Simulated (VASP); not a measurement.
# Ti: single point with LDA

The system is Ti.

```
Ti
1.0
    -1.58364    1.58364    1.58364
     1.58364   -1.58364    1.58364
     1.58364    1.58364   -1.58364
Ti
1
Direct
  0.00000 0.00000 0.00000
```

* Program: VASP 6.6.1
* Task: single point
* Functional: LDA
* Potentials or basis: VASP PAW LDA potentials, release 64 (Ti_sv)
* Cutoff: 520 eV
* k mesh: 19 × 19 × 19
* Occupations: fermi-dirac, width 0.08 eV
* Spin: no spin polarisation
* Dipole correction: no
* Further INCAR settings: ALGO = Normal; EDIFF = 1e-07; NBANDS = 12

| Item | Value |
| --- | --- |
| Pressure | -0.2 GPa |
| Band gap on the k mesh | zero (band 6 reaches 9.83 eV, above the bottom of band 7 at 8.17 eV) |

Levels at points of the mesh, in eV from the Fermi level:
| k point | band 3 | band 4 | band 5 | band 6 | band 7 | band 8 | band 9 | band 10 |
| --- | --- | --- | --- | --- | --- | --- | --- | --- |
| (0.00, 0.00, 0.00) | -31.77 | -31.77 | -6.04 | 1.03 | 1.03 | 1.03 | 3.01 | 3.01 |

Wall time 13 s on 1 thread of Intel(R) Xeon(R) 6975P-C (Granite Rapids), on a shared host, peak memory 0.15 GiB.
